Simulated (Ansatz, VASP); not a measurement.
**Two plane-wave programs on PbS**

Contents of INCAR:

```
PREC     = Accurate       # precision mode
ENCUT    = 520            # plane-wave cutoff, eV
EDIFF    = 1E-6           # SCF threshold, eV
ISMEAR   = 0              # smearing method
SIGMA    = 0.027000000000000003 # smearing width, eV
LREAL    = False          # projectors in reciprocal space
LASPH    = True           # aspherical terms in the spheres
NELM     = 100            # most SCF steps
ALGO     = Normal         # electronic algorithm
ISIF     = 2              # what is computed and relaxed
LWAVE    = False          # write WAVECAR
LCHARG   = False          # write CHGCAR
GGA      = PE             # functional
NBANDS   = 17             # bands
```

KPOINTS

```
Automatic mesh
0
Gamma
  8 8 8
```

File POSCAR:

```
PbS
1.0
    0.0000000000      2.9657500000      2.9657500000
    2.9657500000      0.0000000000      2.9657500000
    2.9657500000      2.9657500000      0.0000000000
Pb S
1 1
Direct
    0.0000000000      0.0000000000      0.0000000000
    0.5000000000      0.5000000000      0.5000000000
```

File input.yaml:

```yaml
crystal:
  lattice:
    - [0.0, 2.96575, 2.96575]
    - [2.96575, 0.0, 2.96575]
    - [2.96575, 2.96575, 0.0]
  atoms:
    - { symbol: Pb, position: [0.0, 0.0, 0.0] }
    - { symbol: S, position: [0.5, 0.5, 0.5] }
hamiltonian:
  xc: pbe
  pseudopotentials: { kind: paw }
kpoints:
  mp_grid: { grid: [8, 8, 8] }
scf:
  occupations: { method: gaussian, width: 0.027 }
output:
  forces: true
  stress: true
  eigenvalues: true
  write_density: true
  write_potential: true
  elf: true
  volumetric_format: npy
```

Alike in both runs: task single point; functional PBE; k mesh 8 × 8 × 8; occupations gaussian, width 0.027 eV; no spin polarisation.

|  | VASP | Ansatz |
| --- | --- | --- |
| version | VASP 6.6.1 | Ansatz 0.2.0 |
| potentials or method | VASP PAW PBE potentials, release 64 (Pb_d, S) | Ansatz PAW |
| plane-wave cutoff (eV) | 520 | 420 |
| valence electrons in the cell | 20 | 20 |

```tsv
	VASP	Ansatz	Ansatz less VASP
gap on the k mesh at the Fermi level (eV)	0.36	0.36	-0.007
least direct gap on the mesh (eV)	0.36	0.36	-0.007
pressure (GPa)	2.1	2.2	+0.09
```

With one functional, cell and mesh, what is left measures potentials, basis and numerics.

Neither program's run includes spin-orbit coupling.
